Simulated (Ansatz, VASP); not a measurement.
**One calculation of RbCl, two programs**

Contents of INCAR:

```
SYSTEM = RbCl
PREC = Accurate
ENCUT = 400
EDIFF = 1E-8
ISMEAR = -1
SIGMA = 0.02
LREAL = .FALSE.
LASPH = .TRUE.
NELM = 120
ALGO = Normal
ISIF = 2
LWAVE = .FALSE.
LCHARG = .FALSE.
GGA = PE
LEFG = .TRUE.
NBANDS = 15
GGA_COMPAT = .FALSE.
```

KPOINTS

```
Automatic mesh
0
G
  7 7 7
  0 0 0
```

POSCAR

```
RbCl
1.0
    0.0000000000      3.2740000000      3.2740000000
    3.2740000000      0.0000000000      3.2740000000
    3.2740000000      3.2740000000      0.0000000000
Rb Cl
1 1
Direct
    0.0000000000      0.0000000000      0.0000000000
    0.5000000000      0.5000000000      0.5000000000
```

Input for Ansatz:

```yaml
crystal:
  lattice:
    - [0.0, 3.274, 3.274]
    - [3.274, 0.0, 3.274]
    - [3.274, 3.274, 0.0]
  atoms:
    - { symbol: Rb, position: [0.0, 0.0, 0.0] }
    - { symbol: Cl, position: [0.5, 0.5, 0.5] }
kpoints:
  mp_grid: { grid: [7, 7, 7] }
scf:
  occupations: { method: fermi_dirac, width: 0.02 }
  algorithm: density_mixing
  mixing: { algorithm: anderson, beta: 0.9 }
hamiltonian:
  xc: pbe
  pseudopotentials: { kind: paw }
output:
  forces: true
  stress: true
  populations: true
  efg:
    quadrupole_moments_barn: { Rb: 0.1335, Cl: -0.08112 }
    contact_densities: true
  write_density: true
  write_potential: true
  elf: true
  volumetric_format: npy
```

Alike in both runs: task electric field gradients; functional PBE; k mesh 7 × 7 × 7; occupations fermi-dirac, width 0.02 eV; no spin polarisation.

|  | VASP | Ansatz |
| --- | --- | --- |
| version | VASP 6.6.1 | Ansatz 0.2.0 |
| potentials or method | VASP PAW PBE potentials, release 64 (Rb_sv, Cl) | plane-wave PAW, scalar-relativistic |
| plane-wave cutoff (eV) | 400 | 420 |
| valence electrons in the cell | 16 | 16 |

```tsv
	VASP	Ansatz	Ansatz less VASP
gap on the k mesh at the Fermi level (eV)	5.05	5.05	+0.004
pressure (GPa)	1.2	1.2	-0.01
```
